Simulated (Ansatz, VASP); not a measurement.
## YRe3 in VASP and in Ansatz

```
Y Re
1.0
     4.12079    0.00000    0.00000
     0.00000    4.12079    0.00000
     0.00000    0.00000    4.12079
Y Re
1 3
Direct
  0.00000 0.00000 0.00000
  0.00000 0.50000 0.50000
  0.50000 0.50000 0.00000
  0.50000 0.00000 0.50000
```

Alike in both runs: task single point; functional PBEsol; k mesh 8 × 8 × 8; occupations gaussian, width 0.05 eV; no spin polarisation.

```csv
,VASP,Ansatz
version,VASP 6.6.1,Ansatz 0.2.0
potentials or method,"VASP PAW PBE potentials, release 64 (Y_sv, Re), cutoff 520 eV","scalar-relativistic, plane waves, PAW"
valence electrons in the cell,32,56
```

```tsv
	VASP	Ansatz	Ansatz less VASP
gap on the k mesh at the Fermi level (eV)	none	none	-
pressure (GPa)	-8.5	-8.1	+0.32
```

VASP's potentials were made for PBE, not for PBEsol. A gap of «none» marks a metal or a gap that the smearing closes. VASP's potentials hold 32 valence electrons a cell and Ansatz's 56, so a difference there can come from the potentials and not from the codes.

Spin-orbit coupling is off throughout.
